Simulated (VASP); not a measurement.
# Li: relaxation of cell and atoms with PBE+D3(BJ)

The system is Li.

```
Li
1.0
     2.95316    0.00000    0.00000
    -1.47658    2.55751    0.00000
     0.00000    0.00000    4.84408
Li
2
Cartesian
  0.0000 1.7050 1.2110
  1.4766 0.8525 3.6331
```

```
Program                : VASP 6.6.1
Task                   : relaxation of cell and atoms
Functional             : PBE
Dispersion             : D3(BJ)
Potentials or basis    : VASP PAW PBE potentials, release 64 (Li_sv)
Cutoff                 : 600 eV
k mesh                 : 18 × 18 × 10
Occupations            : fermi-dirac, width 0.15 eV
Spin                   : no spin polarisation
Dipole correction      : no
Further INCAR settings : ALGO = Normal; EDIFF = 1e-06; IBRION = 2; EDIFFG = -0.001; NSW = 80; ISIF = 3
```

- Relaxed volume: 18.18 Å³/atom
- Relaxed cell: a = 2.947 Å, b = 2.947 Å, c = 4.834 Å, α = 90.00°, β = 90.00°, γ = 120.00°
- Space group after relaxing (to 0.05 Å): P6_3/mmc (No. 194)
- Energy gained by relaxing: 0.0 meV/atom
- Ionic steps: 3
- Pressure after relaxing: 0.0 GPa
- Band gap on the k mesh: zero (band 3 reaches 3.26 eV, above the bottom of band 4 at -1.61 eV)
- Dispersion energy per atom: -0.189 eV

Final structure:
```
Li
1.0
     2.94686    0.00000    0.00000
    -1.47343    2.55205    0.00000
     0.00000    0.00000    4.83412
Li
2
Direct
  0.33333 0.66667 0.25000
  0.66667 0.33333 0.75000
```

Levels at points of the mesh, in eV from the Fermi level:
```
           k point  band 1  band 2  band 3  band 4  band 5  band 6  band 7
(0.00, 0.00, 0.00)  -46.34  -46.31   -3.69   -0.08    3.27   13.50   13.50
(0.50, 0.00, 0.00)  -46.31  -46.30   -0.10    1.19    5.01    6.21    6.80
(0.00, 0.00, 0.50)  -46.32  -46.32   -2.54   -2.54    8.55    8.55   14.49
(0.50, 0.00, 0.50)  -46.31  -46.31    0.70    0.70    3.88    3.88   10.61
```

Wall time 49 s on 1 thread of AMD EPYC 9R45 96-Core Processor (Zen 5) (shared host), peak memory 0.17 GiB.

Caveat: the cutoff is under 1.25 times the usual one of these potentials, so pressure, stress and relaxed cells hold a basis-set (Pulay) error; pairwise dispersion overbinds metals, which lowers pressure and volume.
